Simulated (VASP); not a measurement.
Here is a VASP 6.6.1 calculation.

File INCAR:

```
  PREC = Accurate
  ENCUT = 520
  EDIFF = 1E-6
  ISMEAR = -1
  SIGMA = 0.01
  LREAL = False
  LASPH = True
  NELM = 100
  ALGO = Normal
  ISIF = 2
  LWAVE = False
  LCHARG = False
  GGA = PS
  IVDW = 12
  NBANDS = 9
```

The input KPOINTS:

```
regular mesh
0
Gamma
  10 10 10
```

File POSCAR:

```
S
1.0
    0.0000000000      1.9396825256      1.9396825256
    1.9396825256      0.0000000000      1.9396825256
    1.9396825256      1.9396825256      0.0000000000
S
1
Direct
    0.0000000000      0.0000000000      0.0000000000
```

Potentials or basis: VASP PAW PBE potentials, release 64 (S).

The run is started by

```sh
$ cat potpaw_PBE.64/S/POTCAR > POTCAR
$ mpirun -np 1 vasp_std > vasp.out
```

**Question.** What does it give for the band gap on the k mesh?

**Answer.** Zero (band 3 reaches 12.30 eV, above the bottom of band 4 at 5.82 eV).

**Question.** Estimate the dispersion energy per atom.

**Answer.** -0.327 eV.

**Question.** Predict the pressure.

**Answer.** -2.1 GPa.

Caveat: three body term missing; the PAW data sets were made with another functional, which shifts forces and pressure a little; pairwise dispersion overbinds metals, which lowers pressure and volume.
